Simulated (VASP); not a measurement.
# P (Fd-3m) in VASP: notebook

P is run at these levels: LDA; tasks: single point, relaxation of cell and atoms.

All numbers are computed with VASP 6.6.1; they aren't measurements. Logs are shortened: lines on timing, memory, paths and dates and some standing lists are left out, and cuts for length are marked.

## (1) The cell of the first run

Symmetry: Fd-3m, No. 227, cubic system. The conventional cell has a = 5.341 Å, b = 5.341 Å, c = 5.341 Å, α = 90.00°, β = 90.00°, γ = 90.00°. P (site symmetry -43m) has 4 P at 2.31 Å within 3.1 Å.

This isn't the form of P at room conditions, which is orthorhombic.

## (2) Single point, LDA

INCAR reads:

```
ALGO = Normal
EDIFF = 1E-6
ENCUT = 500
GGA_COMPAT = False
ISIF = 2
ISMEAR = -1
LASPH = True
LCHARG = True
LELF = True
LREAL = False
LVHAR = True
LWAVE = False
NBANDS = 12
NELM = 120
PREC = Accurate
SIGMA = 0.02
```

KPOINTS reads:

```
k-points
0
Gamma
  14 14 14
```

POSCAR reads:

```
P
1.0
    0.0000000000      2.6704214936      2.6704214936
    2.6704214936      0.0000000000      2.6704214936
    2.6704214936      2.6704214936      0.0000000000
P
2
Direct
    1.0000000000      1.0000000000      1.0000000000
    0.2500000000      0.2500000000      0.2500000000
```

Potentials or basis: VASP PAW LDA potentials, release 64 (P).

The run is started by

```console
> cat potpaw_LDA.64/P/POTCAR > POTCAR
> mpirun -np 1 vasp_std > vasp.out
```

OUTCAR:

```text
EDIFF = 1E-6
   ENCUT = 500
   ISIF = 2
   ISMEAR = -1
   LASPH = True
   LREAL = False
   NELM = 120
   PREC = Accurate

 ion  position               nearest neighbor table
   1  0.000  0.000  0.000-   2 2.31   2 2.31   2 2.31   2 2.31
   2  0.250  0.250  0.250-   1 2.31   1 2.31   1 2.31   1 2.31

  LATTYP: Found a face centered cubic cell.
 ALAT       =     5.3408429872

  Lattice vectors:

 A1 = (   0.0000000000,   2.6704214936,   2.6704214936)
 A2 = (   2.6704214936,   0.0000000000,   2.6704214936)
 A3 = (   2.6704214936,   2.6704214936,   0.0000000000)

Analysis of symmetry for initial positions (statically):
=====================================================================
 Subroutine PRICEL returns:
 Original cell was already a primitive cell.

 Routine SETGRP: Setting up the symmetry group for a
 face centered cubic supercell.

 Subroutine GETGRP returns: Found 48 space group operations
 (whereof 24 operations were pure point group operations)
 out of a pool of 48 trial point group operations.

The static configuration has the point symmetry T_d .
 The point group associated with its full space group is O_h .

Analysis of symmetry for dynamics (positions and initial velocities):
=====================================================================
 Subroutine PRICEL returns:
 Original cell was already a primitive cell.

 Routine SETGRP: Setting up the symmetry group for a
 face centered cubic supercell.

 Subroutine GETGRP returns: Found 48 space group operations
 (whereof 24 operations were pure point group operations)
 out of a pool of 48 trial point group operations.

The dynamic configuration has the point symmetry T_d .
 The point group associated with its full space group is O_h .

 Subroutine INISYM returns: Found 48 space group operations
 (whereof 24 operations are pure point group operations),
 and found     1 'primitive' translations

----------------------------------------------------------------------------------------

                                     Primitive cell

  volume of cell :      38.0864

  direct lattice vectors                    reciprocal lattice vectors
     0.000000000  2.670421494  2.670421494    -0.187236360  0.187236360  0.187236360
     2.670421494  0.000000000  2.670421494     0.187236360 -0.187236360  0.187236360
     2.670421494  2.670421494  0.000000000     0.187236360  0.187236360 -0.187236360

  length of vectors
     3.776546294  3.776546294  3.776546294     0.324302888  0.324302888  0.324302888

  position of ions in fractional coordinates (direct lattice)
     0.000000000  0.000000000  0.000000000
     0.250000000  0.250000000  0.250000000

  ion indices of the primitive-cell ions
[... 89 lines left out ...]
   EFERMI =   0.00;   METHOD = LEGACY
   ISMEAR =    -1;   SIGMA  =   0.02  broadening in eV -4-tet -1-fermi 0-gaus
   EFERMI_NEDOS =   21; number of points for ismear=-14 and -15
   IALGO  =     38    algorithm
   IMIX   =      4    mixing-type and parameters
     AMIX     =   0.40;   BMIX     =  1.00
     AMIX_MAG =   1.60;   BMIX_MAG =  1.00
  volume/ion in A,a.u.               =      19.04       128.51
  Fermi-wavevector in a.u.,A,eV,Ry     =   1.048299  1.980997 14.951851  1.098930
  Thomas-Fermi vector in A             =   2.183214
   LORBIT       =      0    0 simple, 1 ext, 2 COOP (PROOUT), +10 PAW based schemes
   GGA     = CA    functional components
   LHFCALC =     F    Hartree Fock is set to
   AEXX    =    0.0000 exact exchange contribution
   IVDW    =     0    specifies the selected vdW correction
   LEPSILON=     F    determine dielectric tensor
   LRPA    =     F    only Hartree local field effects (RPA)
 non-spin polarized calculation
  energy-cutoff  :      500.00
  volume of cell :       38.09
 maximum number of plane-waves:       982
   NGX = 13   NGY = 13   NGZ = 13

 number of electron      10.0000000 magnetization

 number of electron       9.9999998 magnetization

 Free energy of the ion-electron system (eV)
  ---------------------------------------------------
  ext. energy  EPLUGINS =         0.00000000
  ---------------------------------------------------
  free energy    TOTEN  =       -10.97100509 eV

  energy without entropy =      -10.96878397  energy(sigma->0) =      -10.96989453

 E-fermi :   6.7956     XC(G=0): -10.0558

 val. band max:        6.7854830492   @ k =  -0.3571   0.2857   0.1429
 cond. band min:       6.7957320217   @ k =  -0.3571   0.4286   0.1429
 fundamental gap:      0.0102489725
 Fermi energy:         6.7956307829

 k-point     1 :       0.0000    0.0000    0.0000
  band No.  band energies     occupation
      1      -8.9003      2.00000
      2       3.4717      2.00000
      3       3.4717      2.00000
      4       3.4717      2.00000
      5       3.8946      2.00000
      6       6.6836      1.99264
      7       6.6836      1.99264
      8       6.6836      1.99264
      9      12.6697      0.00000
     10      13.4300      0.00000
     11      13.4300      0.00000
     12      16.9662      0.00000
[... 331 lines left out ...]
 k-point    24 :       0.2857    0.1429    0.0000
  band No.  band energies     occupation
      1      -8.0047      2.00000
      2      -0.9345      2.00000
      3       2.0586      2.00000
      4       2.1935      2.00000
      5       6.0411      2.00000
      6       6.8738      0.03941
      7       8.7148      0.00000
      8       9.1034      0.00000
      9      11.9954      0.00000
     10      14.1260      0.00000
     11      15.0525      0.00000
     12      17.4233      0.00000

 [... further k-points ...]

------------------------ aborting loop because EDIFF is reached ----------------------------------------

  FORCE on cell =-STRESS in cart. coord.  units (eV):
  Direction    XX          YY          ZZ          XY          YZ          ZX
  --------------------------------------------------------------------------------------
  -------------------------------------------------------------------------------------
  Total       -0.0179237     -0.0179237     -0.0179237      0.0000000      0.0000000     -0.0000000
  in kB       -0.7539959     -0.7539959     -0.7539959      0.0000000      0.0000000     -0.0000000
  external PRESSURE =      -0.7539959 kB  Pullay stress =       0.0000000 kB

 VOLUME and BASIS-vectors are now :
 -----------------------------------------------------------------------------
  energy-cutoff  :      500.00
  volume of cell :       38.09
      direct lattice vectors                 reciprocal lattice vectors
     0.000000000  2.670421494  2.670421494    -0.187236360  0.187236360  0.187236360
     2.670421494  0.000000000  2.670421494     0.187236360 -0.187236360  0.187236360
     2.670421494  2.670421494  0.000000000     0.187236360  0.187236360 -0.187236360

 POSITION                                       TOTAL-FORCE (eV/Angst)
 -----------------------------------------------------------------------------------
      0.00000      0.00000      0.00000        -0.000000     -0.000000      0.000000
      1.33521      1.33521      1.33521         0.000000      0.000000     -0.000000
 -----------------------------------------------------------------------------------
    total drift:                                0.000000      0.000000      0.000000

  FREE ENERGIE OF THE ION-ELECTRON SYSTEM (eV)
  ---------------------------------------------------
  free  energy   TOTEN  =       -10.9710050911 eV

  energy  without entropy=      -10.9687839670  energy(sigma->0) =      -10.96989453
```

OSZICAR:

```text
N       E                     dE             d eps       ncg     rms          rms(c)
DAV:   1     0.176409825083E+02    0.17641E+02   -0.41398E+03  2496   0.659E+02
DAV:   2    -0.993290437255E+01   -0.27574E+02   -0.26402E+02  3448   0.112E+02
DAV:   3    -0.110490274234E+02   -0.11161E+01   -0.11120E+01  3292   0.199E+01
DAV:   4    -0.110579740703E+02   -0.89466E-02   -0.89445E-02  2960   0.224E+00
DAV:   5    -0.110580799630E+02   -0.10589E-03   -0.10589E-03  3328   0.230E-01    0.832E+00
DAV:   6    -0.109989979562E+02    0.59082E-01   -0.23482E-02  2900   0.758E-01    0.493E+00
DAV:   7    -0.109712224447E+02    0.27776E-01   -0.42403E-02  3032   0.106E+00    0.103E-01
DAV:   8    -0.109710043771E+02    0.21807E-03   -0.28142E-03  2960   0.311E-01    0.389E-02
DAV:   9    -0.109710042789E+02    0.98180E-07   -0.53697E-05  3124   0.486E-02    0.240E-02
DAV:  10    -0.109710050911E+02   -0.81218E-06   -0.21780E-06  2880   0.979E-03
   1 F= -.10971005E+02 E0= -.10969895E+02  d E =-.222112E-02
```

It took 33 s on 1 thread of Intel Xeon Platinum 8375C at 2.90GHz (Ice Lake), shared host; peak memory 0.15 GiB.

What came out:

- Free energy: -10.9710 eV
- Pressure: -0.1 GPa
- Band gap on the k mesh: zero (bands 5 and 6 overlap by 2.64 eV)

## (3) Relaxation of cell and atoms, LDA

INCAR reads:

```
  PREC = Accurate
  ENCUT = 500
  EDIFF = 1E-7
  ISMEAR = -1
  SIGMA = 0.02
  LREAL = F
  LASPH = T
  NELM = 120
  ALGO = Normal
  ISIF = 3
  LWAVE = F
  LCHARG = F
  GGA = CA
  IBRION = 2
  NSW = 80
  EDIFFG = -0.01
  GGA_COMPAT = F
  NELMIN = 4
```

KPOINTS reads:

```
regular mesh
0
Gamma
  14 14 14
```

POSCAR reads:

```
P
1.0
    0.0000000000      2.6700000000      2.6700000000
    2.6700000000      0.0000000000      2.6700000000
    2.6700000000      2.6700000000      0.0000000000
P
2
Direct
    1.0000000000      1.0000000000      1.0000000000
    0.2500000000      0.2500000000      0.2500000000
```

Potentials or basis: VASP PAW LDA potentials, release 64 (P).

The run is started by

```console
> cat potpaw_LDA.64/P/POTCAR > POTCAR
> mpirun -np 1 vasp_std > vasp.out
```

OUTCAR:

```text
PREC = Accurate
   ENCUT = 500
   EDIFF = 1E-7
   ISMEAR = -1
   LREAL = F
   LASPH = T
   NELM = 120
   ISIF = 3
   GGA = CA
   IBRION = 2
   NSW = 80
   EDIFFG = -0.01
   NELMIN = 4

 ion  position               nearest neighbor table
   1  0.000  0.000  0.000-   2 2.31   2 2.31   2 2.31   2 2.31
   2  0.250  0.250  0.250-   1 2.31   1 2.31   1 2.31   1 2.31

  LATTYP: Found a face centered cubic cell.
 ALAT       =     5.3400000000

  Lattice vectors:

[... 480 lines left out ...]

  FORCE on cell =-STRESS in cart. coord.  units (eV):
  Direction    XX          YY          ZZ          XY          YZ          ZX
  --------------------------------------------------------------------------------------
  -------------------------------------------------------------------------------------
  Total       -0.0091792     -0.0091792     -0.0091792      0.0000000      0.0000000      0.0000000
  in kB       -0.3863231     -0.3863231     -0.3863231      0.0000000      0.0000000      0.0000000
  external PRESSURE =      -0.3863231 kB  Pullay stress =       0.0000000 kB

 VOLUME and BASIS-vectors are now :
 -----------------------------------------------------------------------------
  energy-cutoff  :      500.00
  volume of cell :       38.07
      direct lattice vectors                 reciprocal lattice vectors
     0.000000000  2.670000000  2.670000000    -0.187265918  0.187265918  0.187265918
     2.670000000  0.000000000  2.670000000     0.187265918 -0.187265918  0.187265918
     2.670000000  2.670000000  0.000000000     0.187265918  0.187265918 -0.187265918

 POSITION                                       TOTAL-FORCE (eV/Angst)
 -----------------------------------------------------------------------------------
      0.00000      0.00000      0.00000        -0.000000     -0.000000     -0.000000
      1.33500      1.33500      1.33500         0.000000      0.000000      0.000000
 -----------------------------------------------------------------------------------
    total drift:                                0.000000      0.000000     -0.000000

  FREE ENERGIE OF THE ION-ELECTRON SYSTEM (eV)
  ---------------------------------------------------
  free  energy   TOTEN  =       -10.9710044263 eV

  energy  without entropy=      -10.9687772134  energy(sigma->0) =      -10.96989082

 reached required accuracy - stopping structural energy minimisation
```

CONTCAR:

```text
P
   1.00000000000000
     0.0000000000000000    2.6699999999999999    2.6699999999999999
     2.6699999999999999    0.0000000000000000    2.6699999999999999
     2.6699999999999999    2.6699999999999999    0.0000000000000000
  P
     2
Direct
     0.0000000000000000    0.0000000000000000    0.0000000000000000
     0.2500000000000000    0.2500000000000000    0.2500000000000000

  0.00000000E+00  0.00000000E+00  0.00000000E+00
  0.00000000E+00  0.00000000E+00  0.00000000E+00
```

Wall time 36 s (1 thread of Intel Xeon Platinum 8375C at 2.90GHz (Ice Lake), shared host); peak memory 0.15 GiB.

Results:

* Free energy: -10.9710 eV
* Pressure after relaxing: 0.0 GPa
* Band gap on the k mesh: zero (bands 5 and 6 overlap by 2.64 eV)

Final structure:
```
CELL_PARAMETERS angstrom
0.00000 2.67000 2.67000
2.67000 0.00000 2.67000
2.67000 2.67000 0.00000
ATOMIC_POSITIONS crystal
P 0.00000 0.00000 0.00000
P 0.25000 0.25000 0.25000
```

Caveat: the relaxation stopped at its first step, so nothing moved.
